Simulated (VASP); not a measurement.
# GaN in VASP: a series of runs

The runs below take GaN through single point, with r2SCAN, PBE.

Everything below comes from runs of VASP 6.6.1. Logs are shortened: lines on timing, memory, paths and dates and some standing lists are left out, and cuts for length are marked.

### Step 1. The cell of the first run

The structure is tetragonal, space group I-4m2 (No. 119). The conventional cell has a = 3.085 Å, b = 3.085 Å, c = 4.637 Å, α = 90.00°, β = 90.00°, γ = 90.00°. Ga (site symmetry -4m2) has 4 N at 1.93 Å within 2.6 Å. Within 2.6 Å of N (site symmetry -4m2) lie 4 Ga at 1.93 Å.

### Step 2. Single point, r2SCAN (epitaxial xy strain -3.0%)

Input file POSCAR:

```
GaN
1.0
    0.0000000000      2.1814839673      2.3186309995
    2.1814839673      0.0000000000      2.3186309995
    2.1814839673      2.1814839673      0.0000000000
Ga N
1 1
Direct
    0.0000000000      0.0000000000      0.0000000000
    0.2500000000      0.2500000000      0.2500000000
```

Input file INCAR.step1:

```
SYSTEM = GaN
  PREC = Accurate
  ENCUT = 520
  ISMEAR = 0
  SIGMA = 0.01
  LREAL = .FALSE.
  LASPH = .TRUE.
  NELM = 60
  NBANDS = 16
  GGA = PE
  ALGO = Normal
  EDIFF = 1E-4
  LWAVE = .TRUE.
  LCHARG = .FALSE.
```

Input file INCAR.step2:

```
SYSTEM = GaN
  PREC = Accurate
  ENCUT = 520
  EDIFF = 1E-6
  ISMEAR = 0
  SIGMA = 0.01
  LREAL = .FALSE.
  LASPH = .TRUE.
  NELM = 60
  ALGO = Normal
  ISIF = 2
  LWAVE = .FALSE.
  LCHARG = .TRUE.
  METAGGA = R2SCAN
  LMIXTAU = .TRUE.
  LELF = .TRUE.
  LVHAR = .TRUE.
  NBANDS = 16
  ISTART = 1
```

Input file KPOINTS:

```
Automatic mesh
0
G
  10 10 10
  0 0 0
```

Potentials or basis: VASP PAW PBE potentials, release 64 (Ga_d, N).

Run with:

```console
$ cat potpaw_PBE.64/Ga_d/POTCAR potpaw_PBE.64/N/POTCAR > POTCAR
$ cp INCAR.step1 INCAR
$ mpirun -np 1 vasp_std > vasp.out
$ cp INCAR.step2 INCAR
$ mpirun -np 1 vasp_std > vasp.out
```

OUTCAR:

```text
SYSTEM = GaN
   PREC = Accurate
   ENCUT = 520
   EDIFF = 1E-6
   ISMEAR = 0
   LREAL = .FALSE.
   LASPH = .TRUE.
   NELM = 60
   ISIF = 2
   METAGGA = R2SCAN
   ISTART = 1

 ion  position               nearest neighbor table
   1  0.000  0.000  0.000-   2 1.93   2 1.93   2 1.93   2 1.93
   2  0.250  0.250  0.250-   1 1.93   1 1.93   1 1.93   1 1.93

  LATTYP: Found a body centered tetragonal cell.
 ALAT       =     3.0850842127
 C/A-ratio  =     1.5031233118

  Lattice vectors:

 A1 = (  -2.1814839673,   0.0000000000,   2.3186309995)
 A2 = (   2.1814839673,   0.0000000000,   2.3186309995)
 A3 = (   0.0000000000,   2.1814839673,  -2.3186309995)

Analysis of symmetry for initial positions (statically):
=====================================================================
 Subroutine PRICEL returns:
 Original cell was already a primitive cell.

 Routine SETGRP: Setting up the symmetry group for a
 body centered tetragonal supercell.

 Subroutine GETGRP returns: Found  8 space group operations
 (whereof  8 operations were pure point group operations)
 out of a pool of 16 trial point group operations.

The static configuration has the point symmetry D_2d.

Analysis of symmetry for dynamics (positions and initial velocities):
=====================================================================
 Subroutine PRICEL returns:
 Original cell was already a primitive cell.

 Routine SETGRP: Setting up the symmetry group for a
 body centered tetragonal supercell.

 Subroutine GETGRP returns: Found  8 space group operations
 (whereof  8 operations were pure point group operations)
 out of a pool of 16 trial point group operations.

The dynamic configuration has the point symmetry D_2d.

 Subroutine INISYM returns: Found  8 space group operations
 (whereof  8 operations are pure point group operations),
 and found     1 'primitive' translations

----------------------------------------------------------------------------------------

                                     Primitive cell

  volume of cell :      22.0681

  direct lattice vectors                    reciprocal lattice vectors
     0.000000000  2.181483967  2.318630999    -0.229201776  0.229201776  0.215644490
     2.181483967  0.000000000  2.318630999     0.229201776 -0.229201776  0.215644490
     2.181483967  2.181483967  0.000000000     0.229201776  0.229201776 -0.215644490

  length of vectors
     3.183539227  3.183539227  3.085084213     0.389319219  0.389319219  0.389319219

  position of ions in fractional coordinates (direct lattice)
     0.000000000  0.000000000  0.000000000
     0.250000000  0.250000000  0.250000000

  ion indices of the primitive-cell ions
   primitive index   ion index
                 1           1
                 2           2

----------------------------------------------------------------------------------------

 KPOINTS: Automatic mesh

Automatic generation of k-mesh.
 Grid dimensions read from file:
 generate k-points for:   10   10   10

 Generating k-lattice:

  Cartesian coordinates                     Fractional coordinates (reciprocal lattice)
    -0.022920178  0.022920178  0.021564449     0.100000000  0.000000000  0.000000000
     0.022920178 -0.022920178  0.021564449     0.000000000  0.100000000  0.000000000
     0.022920178  0.022920178 -0.021564449     0.000000000  0.000000000  0.100000000

  Length of vectors
     0.038931922  0.038931922  0.038931922

  Shift w.r.t. Gamma in fractional coordinates (k-lattice)
     0.000000000  0.000000000  0.000000000

 Subroutine IBZKPT returns following result:
 ===========================================

 Found    102 irreducible k-points:

 Following reciprocal coordinates:
            Coordinates               Weight
  0.000000  0.000000  0.000000      1.000000
  0.100000  0.000000  0.000000      8.000000
  0.200000  0.000000  0.000000      8.000000
  0.300000  0.000000  0.000000      8.000000
  0.400000 -0.000000  0.000000      8.000000
  0.500000  0.000000  0.000000      4.000000
[... 16 lines left out ...]
  0.300000  0.300000  0.000000      2.000000
  0.400000  0.300000  0.000000      8.000000
 [... further k-points ...]
   k-points           NKPTS =    102   k-points in BZ     NKDIM =    102   number of bands    NBANDS=     16
   number of dos      NEDOS =    301   number of ions     NIONS =      2
   total plane-waves  NPLWV =  13824
   dimension x,y,z NGX =    24 NGY =   24 NGZ =   24
   dimension x,y,z NGXF=    48 NGYF=   48 NGZF=   48
   ions per type =               1   1
   NGX,Y,Z   is equivalent  to a cutoff of  12.53, 12.53, 12.93 a.u.
   NGXF,Y,Z  is equivalent  to a cutoff of  25.07, 25.07, 25.87 a.u.
 SYSTEM =  GaN
   PREC   = accura    normal or accurate (medium, high low for compatibility)
   ISTART =      1    job   : 0-new  1-cont  2-samecut
   ICHARG =      0    charge: 1-file 2-atom 10-const
   ISPIN  =      1    spin polarized calculation?
   LNONCOLLINEAR =      F non collinear calculations
   LSORBIT =      F    spin-orbit coupling
   LASPH  =      T    aspherical Exc in radial PAW
   ENCUT  =  520.0 eV  38.22 Ry    6.18 a.u.   5.92  5.92  5.74*2*pi/ulx,y,z
   NELM   =     60;   NELMIN=  2; NELMDL=  0     # of ELM steps
   EDIFF  = 0.1E-05   stopping-criterion for ELM
   LREAL  =      F    real-space projection
   EDIFFG = 0.1E-04   stopping-criterion for IOM
   NSW    =      0    number of steps for IOM
   IBRION =     -1    ionic relax: 0-MD 1-quasi-New 2-CG
   NFREE  =      0    steps in history (QN), initial steepest desc. (CG)
   ISIF   =      2    stress and relaxation
   ISYM   =      2    0-nonsym 1-usesym 2-fastsym
   POTIM  = 0.5000    time-step for ionic-motion
   TEBEG  =    0.0;   TEEND  =   0.0 temperature during run
   PSTRESS=    0.0 pullay stress
   NELECT =      18.0000    total number of electrons
   NUPDOWN=      -1.0000    fix difference up-down
   EMIN   =  10.00;   EMAX   =-10.00  energy-range for DOS
   EFERMI =   0.00;   METHOD = LEGACY
   ISMEAR =     0;   SIGMA  =   0.01  broadening in eV -4-tet -1-fermi 0-gaus
   EFERMI_NEDOS =   21; number of points for ismear=-14 and -15
   IALGO  =     38    algorithm
   IMIX   =      4    mixing-type and parameters
     AMIX     =   0.40;   BMIX     =  1.00
     AMIX_MAG =   1.60;   BMIX_MAG =  1.00
  volume/ion in A,a.u.               =      11.03        74.46
  Fermi-wavevector in a.u.,A,eV,Ry     =   1.529597  2.890520 31.833114  2.339668
  Thomas-Fermi vector in A             =   2.637196
   LORBIT       =      0    0 simple, 1 ext, 2 COOP (PROOUT), +10 PAW based schemes
   METAGGA = R2SCAN    functional components
   LHFCALC =     F    Hartree Fock is set to
   AEXX    =    0.0000 exact exchange contribution
   IVDW    =     0    specifies the selected vdW correction
   LEPSILON=     F    determine dielectric tensor
   LRPA    =     F    only Hartree local field effects (RPA)
 non-spin polarized calculation
 Gauss-broadening in eV      SIGMA  =   0.01
  energy-cutoff  :      520.00
  volume of cell :       22.07
 maximum number of plane-waves:       612
   NGX = 11   NGY = 11   NGZ = 11

 number of electron      18.0000012 magnetization

 Free energy of the ion-electron system (eV)
  ---------------------------------------------------
  ext. energy  EPLUGINS =         0.00000000
  ---------------------------------------------------
  free energy    TOTEN  =       -21.85384138 eV

  energy without entropy =      -21.85384138  energy(sigma->0) =      -21.85384138

 E-fermi :   5.6272     XC(G=0): -12.8546

 val. band max:        5.5297468129   @ k =   0.0000   0.0000   0.0000
 cond. band min:       7.7719438511   @ k =   0.0000   0.0000   0.0000
 fundamental gap:      2.2421970381
 Fermi energy:         5.6272074014

 k-point     1 :       0.0000    0.0000    0.0000
  band No.  band energies     occupation
      1     -11.6223      2.00000
      2      -8.4975      2.00000
      3      -8.4248      2.00000
      4      -8.4248      2.00000
      5      -8.0638      2.00000
      6      -8.0593      2.00000
[... 8 lines left out ...]
     15      24.5030      0.00000
     16      24.8910      0.00000

 k-point     2 :       0.1000    0.0000    0.0000
  band No.  band energies     occupation
      1     -11.5033      2.00000
      2      -8.4737      2.00000
      3      -8.4094      2.00000
      4      -8.3952      2.00000
      5      -8.0629      2.00000
      6      -8.0625      2.00000
[... 8 lines left out ...]
     15      24.6429      0.00000
     16      24.7245      0.00000

 k-point     3 :       0.2000    0.0000    0.0000
  band No.  band energies     occupation
      1     -11.1953      2.00000
      2      -8.4253      2.00000
      3      -8.3725      2.00000
      4      -8.2538      2.00000
      5      -8.0664      2.00000
      6      -8.0531      2.00000
[... 8 lines left out ...]
     15      23.6535      0.00000
     16      23.6872      0.00000

 k-point     4 :       0.3000    0.0000    0.0000
  band No.  band energies     occupation
      1     -10.8423      2.00000
      2      -8.3896      2.00000
      3      -8.3375      2.00000
      4      -8.0598      2.00000
      5      -8.0429      2.00000
      6      -7.8680      2.00000
[... 8 lines left out ...]
     15      23.9169      0.00000
     16      24.0273      0.00000

 k-point     5 :       0.4000   -0.0000    0.0000
  band No.  band energies     occupation
      1     -10.6036      2.00000
      2      -8.3737      2.00000
      3      -8.3204      2.00000
      4      -8.0423      2.00000
      5      -8.0066      2.00000
      6      -7.2828      2.00000
[... 8 lines left out ...]
     15      25.3382      0.00000
     16      25.6833      0.00000

 k-point     6 :       0.5000    0.0000    0.0000
  band No.  band energies     occupation
      1     -10.5274      2.00000
      2      -8.3703      2.00000
      3      -8.3168      2.00000
      4      -8.0326      2.00000
      5      -7.9913      2.00000
      6      -6.9237      2.00000
[... 8 lines left out ...]
     15      26.5081      0.00000
     16      26.8714      0.00000

 k-point     7 :       0.1000    0.1000    0.0000
  band No.  band energies     occupation
      1     -11.4748      2.00000
      2      -8.4624      2.00000
      3      -8.3960      2.00000
      4      -8.3959      2.00000
      5      -8.0780      2.00000
      6      -8.0529      2.00000
[... 8 lines left out ...]
     15      25.8065      0.00000
     16      26.8083      0.00000

 k-point     8 :       0.2000    0.1000    0.0000
  band No.  band energies     occupation
      1     -11.2384      2.00000
      2      -8.4150      2.00000
      3      -8.3586      2.00000
      4      -8.3077      2.00000
      5      -8.0844      2.00000
      6      -8.0484      2.00000
[... 8 lines left out ...]
     15      25.6220      0.00000
     16      25.7977      0.00000

 k-point     9 :       0.3000    0.1000    0.0000
  band No.  band energies     occupation
      1     -10.9038      2.00000
      2      -8.3825      2.00000
      3      -8.3195      2.00000
      4      -8.1021      2.00000
      5      -8.0420      2.00000
      6      -7.9810      2.00000
[... 8 lines left out ...]
     15      24.5569      0.00000
     16      25.4887      0.00000
[... 172 lines left out ...]
 k-point    19 :       0.5000    0.2000    0.0000
  band No.  band energies     occupation
      1     -10.4510      2.00000
      2      -8.3374      2.00000
      3      -8.2360      2.00000
      4      -8.0889      2.00000
      5      -8.0248      2.00000
      6      -6.8960      2.00000
[... 8 lines left out ...]
     15      26.6397      0.00000
     16      27.6797      0.00000

 k-point    20 :      -0.4000    0.2000    0.0000
  band No.  band energies     occupation
      1     -10.4285      2.00000
      2      -8.3463      2.00000
      3      -8.2442      2.00000
      4      -8.0579      2.00000
      5      -8.0508      2.00000
      6      -6.7017      2.00000
[... 8 lines left out ...]
     15      25.4816      0.00000
     16      26.5409      0.00000

 k-point    21 :      -0.3000    0.2000    0.0000
  band No.  band energies     occupation
      1     -10.5161      2.00000
      2      -8.3533      2.00000
      3      -8.2667      2.00000
      4      -8.0836      2.00000
      5      -8.0609      2.00000
      6      -7.1115      2.00000
[... 8 lines left out ...]
     15      24.5857      0.00000
     16      26.8912      0.00000

 k-point    22 :      -0.2000    0.2000    0.0000
  band No.  band energies     occupation
      1     -10.7188      2.00000
      2      -8.3700      2.00000
      3      -8.3084      2.00000
      4      -8.0964      2.00000
      5      -8.0936      2.00000
      6      -7.6393      2.00000
[... 8 lines left out ...]
     15      24.4898      0.00000
     16      26.9207      0.00000

 k-point    23 :       0.3000    0.3000    0.0000
  band No.  band energies     occupation
      1     -10.6670      2.00000
      2      -8.2520      2.00000
      3      -8.2145      2.00000
      4      -8.2145      2.00000
      5      -8.0150      2.00000
      6      -7.8154      2.00000
[... 8 lines left out ...]
     15      29.5264      0.00000
     16      29.9304      0.00000

 k-point    24 :       0.4000    0.3000    0.0000
  band No.  band energies     occupation
      1     -10.4939      2.00000
      2      -8.2710      2.00000
      3      -8.1752      2.00000
      4      -8.1752      2.00000
      5      -8.0079      2.00000
      6      -7.4085      2.00000
[... 8 lines left out ...]
     15      29.6176      0.00000
     16      29.6745      0.00000

 [... further k-points ...]
[... 5 lines left out ...]
  --------------------------------------------------------------------------------------
  -------------------------------------------------------------------------------------
  Total        1.4143783      1.4143783      0.1833411      0.0000000     -0.0000000      0.0000000
  in kB      102.6858230    102.6858230     13.3108146      0.0000000     -0.0000000      0.0000000
  external PRESSURE =      72.8941535 kB  Pullay stress =       0.0000000 kB

 VOLUME and BASIS-vectors are now :
 -----------------------------------------------------------------------------
  energy-cutoff  :      520.00
  volume of cell :       22.07
      direct lattice vectors                 reciprocal lattice vectors
     0.000000000  2.181483967  2.318630999    -0.229201776  0.229201776  0.215644490
     2.181483967  0.000000000  2.318630999     0.229201776 -0.229201776  0.215644490
     2.181483967  2.181483967  0.000000000     0.229201776  0.229201776 -0.215644490

 POSITION                                       TOTAL-FORCE (eV/Angst)
 -----------------------------------------------------------------------------------
      0.00000      0.00000      0.00000         0.000000      0.000000      0.000000
      1.09074      1.09074      1.15932        -0.000000     -0.000000     -0.000000
 -----------------------------------------------------------------------------------
    total drift:                                0.000009      0.000009      0.000011

  FREE ENERGIE OF THE ION-ELECTRON SYSTEM (eV)
  ---------------------------------------------------
  free  energy   TOTEN  =       -21.8538413798 eV

  energy  without entropy=      -21.8538413798  energy(sigma->0) =      -21.85384138
```

It took 75 s on 1 thread of Intel Xeon Platinum 8488C (Sapphire Rapids), shared host; peak memory 0.17 GiB.

What came out:

| Item | Value |
| --- | --- |
| Free energy | -21.8538 eV |
| Pressure | 7.3 GPa |
| Band gap on the k mesh | 2.24 eV, direct |

Stress tensor (GPa, compression positive):
```
10.27  0.00  0.00
 0.00 10.27  0.00
 0.00  0.00  1.33
```

Caveat: the cell differs from its parent crystal (epitaxial xy strain -3.0%); the PAW data sets were made with another functional, which shifts forces and pressure a little.

[end of part 1 of 3]
